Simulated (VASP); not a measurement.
# MgO: single point with LDA

Crystal: MgO.

```
CELL_PARAMETERS angstrom
2.93802 0.00000 0.00000
-1.46901 2.46807 0.00000
0.00000 0.00000 2.67968
ATOMIC_POSITIONS crystal
Mg 0.00000 0.00000 0.00000
O 0.33333 0.66667 0.50000
```

This cell differs from its parent crystal: strain -0.0300 x Voigt [0, 1, 0, 0, 0, 0].

* Program: VASP 6.6.1
* Task: single point
* Functional: LDA
* Potentials or basis: VASP PAW LDA potentials, release 64 (Mg, O)
* Cutoff: 520 eV
* k mesh: 9 × 9 × 8
* Occupations: gaussian, width 0.05 eV
* Spin: no spin polarisation
* Dipole correction: no
* Further INCAR settings: ALGO = Normal; EDIFF = 1e-06; NBANDS = 11

```json
{
  "Pressure": "-7.4 GPa",
  "Largest force": "0.005 eV/Å",
  "Band gap on the k mesh": "3.11 eV, indirect (least direct gap 3.59 eV)"
}
```

Forces on the atoms (eV/Å):
```
Mg   0.000 -0.005  0.000
O    0.000  0.005  0.000
```

Stress tensor (GPa, compression positive):
```
 -8.03   0.00   0.00
  0.00  -0.78   0.00
  0.00   0.00 -13.33
```

Levels at points of the mesh, in eV from the valence-band top:
```
           k point  band 2  band 3  band 4  band 5  band 6  band 7
(0.00, 0.00, 0.00)   -0.65   -0.58   -0.48    3.11   11.62   15.38
(0.00, 0.00, 0.50)   -5.64   -0.13    0.00    8.47    8.98   17.16
```

Wall time 45 s on 1 thread of AMD EPYC 7R13 (shared host), peak memory 0.11 GiB.

Caveat: the cell differs from its parent crystal (strain -0.0300 x Voigt [0, 1, 0, 0, 0, 0]). A k mesh can miss the band edges.
